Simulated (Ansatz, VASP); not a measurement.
# One calculation of Sn, two programs

The input INCAR:

```
SYSTEM = Sn
PREC     = Accurate       ! precision mode
ENCUT    = 520            ! plane-wave cutoff, eV
EDIFF    = 1E-8           ! SCF threshold, eV
ISMEAR   = -1             ! smearing method
SIGMA    = 0.05           ! smearing width, eV
LREAL    = .FALSE.        ! projectors in reciprocal space
LASPH    = .TRUE.         ! aspherical terms in the spheres
NELM     = 60             ! most SCF steps
ALGO     = Normal         ! electronic algorithm
ISIF     = 2              ! what is computed and relaxed
LWAVE    = .FALSE.        ! write WAVECAR
LCHARG   = .FALSE.        ! write CHGCAR
GGA      = PE             ! functional
LEFG     = .TRUE.       
NBANDS   = 21             ! bands
KPAR     = 4
```

Contents of KPOINTS:

```
regular mesh
0
G
  15 15 15
  0 0 0
```

File POSCAR:

```
Sn
1.0
   -2.9609150000      2.9291020000      1.5906500000
    2.9291020000     -2.9609150000      1.5906500000
    2.9025980000      2.9025980000     -1.6489670000
Sn
2
Direct
    0.0000000000      0.0000000000      0.0000000000
    0.7500000000      0.2500000000      0.5000000000
```

Input for Ansatz:

```yaml
crystal:
  lattice:
    - [-2.960915, 2.929102, 1.59065]
    - [2.929102, -2.960915, 1.59065]
    - [2.902598, 2.902598, -1.648967]
  atoms:
    - { symbol: Sn, position: [0.0, 0.0, 0.0] }
    - { symbol: Sn, position: [0.75, 0.25, 0.5] }
kpoints:
  mp_grid: { grid: [15, 15, 15] }
scf:
  occupations: { method: fermi_dirac, width: 0.05 }
hamiltonian:
  xc: pbe
  pseudopotentials: { kind: paw }
output:
  forces: true
  stress: true
  eigenvalues: true
  efg: { contact_densities: true }
```

Change from the starting cell: equal xy, yz and zx shear strains of -2 %, PAW files.

Alike in both runs: task electric field gradients; functional PBE; k mesh 15 × 15 × 15; occupations fermi-dirac, width 0.05 eV; no spin polarisation.

|  | VASP | Ansatz |
| --- | --- | --- |
| version | VASP 6.6.1 | Ansatz 0.2.0 |
| potentials or method | VASP PAW PBE potentials, release 64 (Sn_d) | PAW with Ansatz's default frozen-core files, scalar-relativistic |
| plane-wave cutoff (eV) | 520 | 420 |
| valence electrons in the cell | 28 | 28 |

Ansatz gave:

```
pressure (GPa)                                                : 2.7
traceless stress, the component that is largest in VASP (GPa) : -0.66
rms of the force components (eV/Å)                            : 0.039
size of Vzz on the site where it differs most (V/Å²)          : 46.1
```

Q: Estimate VASP's values.

A: Pressure (GPa): 2.6; traceless stress, the component that is largest in VASP (GPa): -0.66; rms of the force components (eV/Å): 0.039; size of Vzz on the site where it differs most (V/Å²): 44.8.

Atom by atom the forces differ by 0.000 eV/Å (rms over components).
